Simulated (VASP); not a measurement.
# SiC (F-43m) in VASP: further runs

The runs below take SiC through vibrations by perturbation theory, with LDA.

All numbers are computed with VASP 6.6.1; they aren't measurements. Logs are shortened: lines on timing, memory, paths and dates and some standing lists are left out, and cuts for length are marked.

### Step 1. The cell of the first run

It takes space group F-43m (No. 216, cubic). The conventional cell has a = 4.158 Å, b = 4.158 Å, c = 4.158 Å, α = 90.00°, β = 90.00°, γ = 90.00°. Si (site symmetry -43m) has 4 C at 1.80 Å within 2.4 Å. Within 2.4 Å of C (site symmetry -43m) lie 4 Si at 1.80 Å.

### Step 2. Vibrations by perturbation theory, LDA

Contents of INCAR:

```
PREC = Accurate ; ENCUT = 520
EDIFF = 1E-8 ; ISMEAR = 0
SIGMA = 0.01 ; LREAL = F
LASPH = T ; NELM = 100
ALGO = Normal ; ISIF = 2
LWAVE = F ; LCHARG = F
GGA = CA ; IBRION = 8
NSW = 1 ; LEPSILON = T
```

Contents of KPOINTS:

```
Automatic mesh
0
Gamma
  12 12 12
```

Contents of POSCAR:

```
SiC
1.0
    0.0000000000      2.0789217357      2.0789217357
    2.0789217357      0.0000000000      2.0789217357
    2.0789217357      2.0789217357      0.0000000000
Si C
1 1
Direct
    0.0000000000      0.0000000000      0.0000000000
    0.7500000000      0.7500000000      0.7500000000
```

Potentials or basis: VASP PAW LDA potentials, release 64 (Si, C).

On the command line:

```bash
$ cat potpaw_LDA.64/Si/POTCAR potpaw_LDA.64/C/POTCAR > POTCAR
$ mpirun -np 1 vasp_std > vasp.out
```

OUTCAR:

```text
PREC = Accurate
   ENCUT = 520
   EDIFF = 1E-8
   ISMEAR = 0
   LREAL = F
   LASPH = T
   NELM = 100
   ISIF = 2
   GGA = CA
   IBRION = 8
   NSW = 1
   LEPSILON = T

 ion  position               nearest neighbor table
   1  0.000  0.000  0.000-   2 1.80   2 1.80   2 1.80   2 1.80
   2  0.750  0.750  0.750-   1 1.80   1 1.80   1 1.80   1 1.80

  LATTYP: Found a face centered cubic cell.
 ALAT       =     4.1578434714

  Lattice vectors:

 A1 = (   0.0000000000,   2.0789217357,   2.0789217357)
 A2 = (   2.0789217357,   0.0000000000,   2.0789217357)
 A3 = (   2.0789217357,   2.0789217357,   0.0000000000)

Analysis of symmetry for initial positions (statically):
[... 5 lines left out ...]
 face centered cubic supercell.

 Subroutine GETGRP returns: Found 24 space group operations
 (whereof 24 operations were pure point group operations)
 out of a pool of 48 trial point group operations.

The static configuration has the point symmetry T_d .

Analysis of symmetry for dynamics (positions and initial velocities):
[... 5 lines left out ...]
 face centered cubic supercell.

 Subroutine GETGRP returns: Found 24 space group operations
 (whereof 24 operations were pure point group operations)
 out of a pool of 48 trial point group operations.

The dynamic configuration has the point symmetry T_d .

 Subroutine INISYM returns: Found 24 space group operations
 (whereof 24 operations are pure point group operations),
 and found     1 'primitive' translations

----------------------------------------------------------------------------------------

                                     Primitive cell

  volume of cell :      17.9698

  direct lattice vectors                    reciprocal lattice vectors
     0.000000000  2.078921736  2.078921736    -0.240509295  0.240509295  0.240509295
     2.078921736  0.000000000  2.078921736     0.240509295 -0.240509295  0.240509295
     2.078921736  2.078921736  0.000000000     0.240509295  0.240509295 -0.240509295

  length of vectors
[... 483 lines left out ...]
    -0.00270  0.00000  0.00000
     0.00000  0.00082 16.18796
     0.00000 16.18796  0.00082

 MACROSCOPIC STATIC DIELECTRIC TENSOR (including local field effects in DFT)
 ------------------------------------------------------
           6.704848     0.000000     0.000000
           0.000000     6.704848    -0.000000
           0.000000     0.000000     6.704848
 ------------------------------------------------------

 PIEZOELECTRIC TENSOR (including local field effects)  for field in x, y, z        (e  Angst)
          XX          YY          ZZ          XY          YZ          ZX
  --------------------------------------------------------------------------------
  x     0.00000    -0.00000    -0.00000     0.00000     1.16048     0.00000
  y     0.00000     0.00000     0.00000     0.00000     0.00000     1.16048
  z     0.00000    -0.00000     0.00000     1.16048     0.00000     0.00000

 PIEZOELECTRIC TENSOR (including local field effects)  for field in x, y, z        (C/m^2)
          XX          YY          ZZ          XY          YZ          ZX
  --------------------------------------------------------------------------------
  x     0.00000    -0.00000    -0.00000     0.00000     1.03467     0.00000
  y     0.00000     0.00000     0.00000     0.00000     0.00000     1.03467
  z     0.00000    -0.00000     0.00000     1.03467     0.00000     0.00000

 BORN EFFECTIVE CHARGES (including local field effects) (in |e|, cummulative output)
 ---------------------------------------------------------------------------------
 ion    1
    1     2.79590     0.00000     0.00000
    2    -0.00000     2.79590    -0.00000
    3    -0.00000    -0.00000     2.79590
 ion    2
    1    -2.79590    -0.00000    -0.00000
    2     0.00000    -2.79590     0.00000
    3     0.00000     0.00000    -2.79590

 INTERNAL STRAIN TENSOR FOR ION    2 for displacements in x,y,z  (eV/Angst):
          X           Y           Z          XY          YZ          ZX
  --------------------------------------------------------------------------------
  x    -0.00000     0.00000     0.00000     0.00000    16.18796     0.00000
  y     0.00000     0.00000     0.00000     0.00000     0.00000    16.18796
  z     0.00000     0.00000    -0.00000    16.18796     0.00000     0.00000

 SECOND DERIVATIVES (NOT SYMMETRIZED)
 ------------------------------------
               1X          1Y          1Z          2X          2Y          2Z
  1X   -25.858332    0.000000    0.000000   25.858332    0.000000    0.000000
  1Y     0.000000  -25.858332    0.000000    0.000000   25.858332    0.000000
  1Z     0.000000    0.000000  -25.858332    0.000000    0.000000   25.858332
  2X    25.852937    0.000000    0.000000  -25.852937    0.000000    0.000000
  2Y     0.000000   25.852937    0.000000    0.000000  -25.852937    0.000000
  2Z     0.000000    0.000000   25.852937    0.000000    0.000000  -25.852937

 Eigenvectors and eigenvalues of the dynamical matrix
 ----------------------------------------------------

   1 f  =   27.405831 THz   172.195914 2PiTHz  914.160116 cm-1   113.341358 meV
             X         Y         Z           dx          dy          dz
      0.000000  0.000000  0.000000    -0.000000    0.547357    0.000000
      3.118383  3.118383  3.118383     0.000000   -0.836899    0.000000
[... 21 lines left out ...]
   6 f/i=    0.001310 THz     0.008229 2PiTHz    0.043684 cm-1     0.005416 meV
             X         Y         Z           dx          dy          dz
      0.000000  0.000000  0.000000     0.051013   -0.257827   -0.794558
      3.118383  3.118383  3.118383     0.033364   -0.168627   -0.519665

--------------------------------------------------------------------------------------------------------

 MACROSCOPIC STATIC DIELECTRIC TENSOR IONIC CONTRIBUTION
 ------------------------------------------------------
           3.044447     0.000000    -0.000000
           0.000000     3.044447    -0.000000
          -0.000000    -0.000000     3.044447
 ------------------------------------------------------

 ELASTIC MODULI CONTR FROM IONIC RELAXATION (kBar)
 Direction    XX          YY          ZZ          XY          YZ          ZX
 --------------------------------------------------------------------------------
 XX          -0.0000      0.0000      0.0000     -0.0000      0.0000      0.0000
 YY           0.0000     -0.0000      0.0000     -0.0000     -0.0000     -0.0000
 ZZ           0.0000      0.0000     -0.0000      0.0000     -0.0000      0.0000
 XY          -0.0000     -0.0000      0.0000   -858.6298      0.0000      0.0000
 YZ           0.0000     -0.0000     -0.0000      0.0000   -858.6298      0.0000
 ZX           0.0000     -0.0000      0.0000      0.0000      0.0000   -858.6298
 --------------------------------------------------------------------------------

 PIEZOELECTRIC TENSOR IONIC CONTR  for field in x, y, z        (C/m^2)
          XX          YY          ZZ          XY          YZ          ZX
  --------------------------------------------------------------------------------
  x     0.00000    -0.00000    -0.00000    -0.00000    -1.52135    -0.00000
  y     0.00000    -0.00000     0.00000     0.00000     0.00000    -1.52135
  z    -0.00000    -0.00000     0.00000    -1.52135     0.00000     0.00000
```

stdout:

```text
POSCAR found type information on POSCAR SiC
 POSCAR found :  2 types and       2 ions
 scaLAPACK will be used
 LDA part: xc-table for (Slater(with rela. corr.)+CA(PZ))
 , standard interpolation
 POSCAR, INCAR and KPOINTS ok, starting setup
 FFT: planning ... GRIDC
 FFT: planning ... GRID_SOFT
 FFT: planning ... GRID
[... 24 lines left out ...]
 Linear response to external field, progress :
  Direction:   3
 dielectric tensor                  component  3 :     0.883     1.476     6.705
 Linear response DOF=           2
 Linear response progress:
 first order change of Fermi-energy   0.26984E-03
 force on displaced ion       1 direction 1 : -25.858   0.000   0.000
 Born effective charge ion    1 direction 1 :   2.794   0.000   0.000
 Linear response progress:
 first order change of Fermi-energy   0.44984E-03
 force on displaced ion       2 direction 1 : -25.853  -0.000  -0.000
 Born effective charge ion    2 direction 1 :  -2.797   0.000   0.000
 Born effective charges drift removed
 Linear response finished
```

Run time: 3 min. Hardware: 1 thread of Intel Xeon Platinum 8259CL at 2.50GHz (Skylake/Cascade Lake), shared host; peak memory 0.23 GiB.

Results:

```
Electronic dielectric tensor (diagonal)                 : 6.70
Born charges (mean of the diagonal)                     : Si +2.80; C -2.80 e
Highest phonon frequency at Γ, LO-TO splitting left out : 914 cm⁻¹
```

Phonon frequencies in cm⁻¹ (negative: imaginary):
```
              q point        frequencies
(0.000, 0.000, 0.000)  0 0 0 914 914 914
```

Electronic dielectric tensor:
```
6.70 0.00 0.00
0.00 6.70 0.00
0.00 0.00 6.70
```

Born effective charge tensors (e):
atom 1, Si
```
2.80 0.00 0.00
0.00 2.80 0.00
0.00 0.00 2.80
```
atom 2, C
```
-2.80  0.00  0.00
 0.00 -2.80  0.00
 0.00  0.00 -2.80
```

Caveat: the cell wasn't relaxed at this level first, which shifts response properties.

### Step 3. Vibrations by perturbation theory, LDA

This run uses another cell than the first one, of 9.47 Å³/atom, 1.054 times its volume.

Contents of INCAR:

```
SYSTEM = SiC
  PREC = Accurate
  ENCUT = 520
  EDIFF = 1E-8
  ISMEAR = 0
  SIGMA = 0.01
  LREAL = .False.
  LASPH = .True.
  NELM = 100
  ALGO = Normal
  ISIF = 2
  LWAVE = .False.
  LCHARG = .True.
  IBRION = 8
  NSW = 1
  LEPSILON = .True.
```

Contents of KPOINTS:

```
regular mesh
0
Gamma
  12 12 12
  0 0 0
```

Contents of POSCAR:

```
SiC
1.0
    0.0000000000      2.1154716510      2.1154716510
    2.1154716510      0.0000000000      2.1154716510
    2.1154716510      2.1154716510      0.0000000000
Si C
1 1
Direct
    0.0000000000      0.0000000000      0.0000000000
    0.7500000000      0.7500000000      0.7500000000
```

Potentials or basis: VASP PAW LDA potentials, release 64 (Si, C).

On the command line:

```bash
$ cat potpaw_LDA.64/Si/POTCAR potpaw_LDA.64/C/POTCAR > POTCAR
$ mpirun -np 1 vasp_std > vasp.out
```

OUTCAR:

```text
SYSTEM = SiC
   PREC = Accurate
   ENCUT = 520
   EDIFF = 1E-8
   ISMEAR = 0
   LREAL = .False.
   LASPH = .True.
   NELM = 100
   ISIF = 2
   IBRION = 8
   NSW = 1
   LEPSILON = .True.

 ion  position               nearest neighbor table
   1  0.000  0.000  0.000-   2 1.83   2 1.83   2 1.83   2 1.83
   2  0.750  0.750  0.750-   1 1.83   1 1.83   1 1.83   1 1.83

  LATTYP: Found a face centered cubic cell.
 ALAT       =     4.2309433020

[... 592 lines left out ...]
      3.173207  3.173207  3.173207    -0.836901   -0.000000   -0.000000
[... 21 lines left out ...]
   6 f/i=    0.001161 THz     0.007296 2PiTHz    0.038731 cm-1     0.004802 meV
             X         Y         Z           dx          dy          dz
      0.000000  0.000000  0.000000     0.003959    0.577872    0.605352
      3.173207  3.173207  3.173207     0.002589    0.377943    0.395916

--------------------------------------------------------------------------------------------------------

 MACROSCOPIC STATIC DIELECTRIC TENSOR IONIC CONTRIBUTION
 ------------------------------------------------------
           3.171063    -0.000000    -0.000000
          -0.000000     3.171063     0.000000
          -0.000000     0.000000     3.171063
 ------------------------------------------------------

 ELASTIC MODULI CONTR FROM IONIC RELAXATION (kBar)
 Direction    XX          YY          ZZ          XY          YZ          ZX
 --------------------------------------------------------------------------------
 XX          -0.0000     -0.0000      0.0000     -0.0000      0.0000     -0.0000
 YY          -0.0000     -0.0000     -0.0000     -0.0000     -0.0000     -0.0000
 ZZ           0.0000     -0.0000     -0.0000      0.0000     -0.0000     -0.0000
 XY          -0.0000     -0.0000      0.0000   -560.4649      0.0000      0.0000
 YZ           0.0000     -0.0000     -0.0000      0.0000   -560.4649      0.0000
 ZX          -0.0000     -0.0000     -0.0000      0.0000      0.0000   -560.4649
 --------------------------------------------------------------------------------

 PIEZOELECTRIC TENSOR IONIC CONTR  for field in x, y, z        (C/m^2)
          XX          YY          ZZ          XY          YZ          ZX
  --------------------------------------------------------------------------------
  x     0.00000    -0.00000    -0.00000     0.00000    -1.25444     0.00000
  y    -0.00000    -0.00000    -0.00000     0.00000     0.00000    -1.25444
  z    -0.00000    -0.00000     0.00000    -1.25444     0.00000    -0.00000
```

OSZICAR:

```text
N       E                     dE             d eps       ncg     rms          rms(c)
DAV:   1     0.364675119597E+01    0.36468E+01   -0.42726E+03  1208   0.847E+02
DAV:   2    -0.185390351277E+02   -0.22186E+02   -0.20425E+02  1696   0.111E+02
DAV:   3    -0.188871654237E+02   -0.34813E+00   -0.34813E+00  1352   0.172E+01
[... 143 lines left out ...]
RMM:   6    -0.127091216122E+00   -0.21913E-04   -0.46732E-07  7554   0.469E-03    0.914E-04
RMM:   7    -0.127086334546E+00    0.48816E-05   -0.64720E-08  7773   0.834E-04    0.162E-04
RMM:   8    -0.127087436445E+00   -0.11019E-05   -0.70219E-09  7720   0.214E-04    0.392E-05
RMM:   9    -0.127087376226E+00    0.60219E-07    0.12304E-09  8173   0.433E-05    0.564E-06
RMM:  10    -0.127087424387E+00   -0.48161E-07   -0.37233E-08  8109   0.108E-05    0.237E-06
RMM:  11    -0.127087417037E+00    0.73497E-08    0.11891E-08  6765   0.411E-06    0.271E-07
 Linear response finished
```

It took 4.4 min on 1 thread of Intel Xeon Platinum 8259CL at 2.50GHz (Skylake/Cascade Lake), shared host; peak memory 0.22 GiB.

Results:

| Property | Result |
| --- | --- |
| Electronic dielectric tensor (diagonal) | 6.79 |
| Born charges (mean of the diagonal) | Si +2.76; C -2.76 e |
| Highest phonon frequency at Γ, LO-TO splitting left out | 862 cm⁻¹ |

Phonon frequencies in cm⁻¹ (negative: imaginary):
```tsv
q point	frequencies
(0.000, 0.000, 0.000)	0 0 0 862 862 862
```

Electronic dielectric tensor:
```
6.79 0.00 0.00
0.00 6.79 0.00
0.00 0.00 6.79
```

Born effective charge tensors (e):
atom 1, Si
```
2.76 0.00 0.00
0.00 2.76 0.00
0.00 0.00 2.76
```
atom 2, C
```
-2.76  0.00  0.00
 0.00 -2.76  0.00
 0.00  0.00 -2.76
```

Caveat: the cell wasn't relaxed at this level first, which shifts response properties.
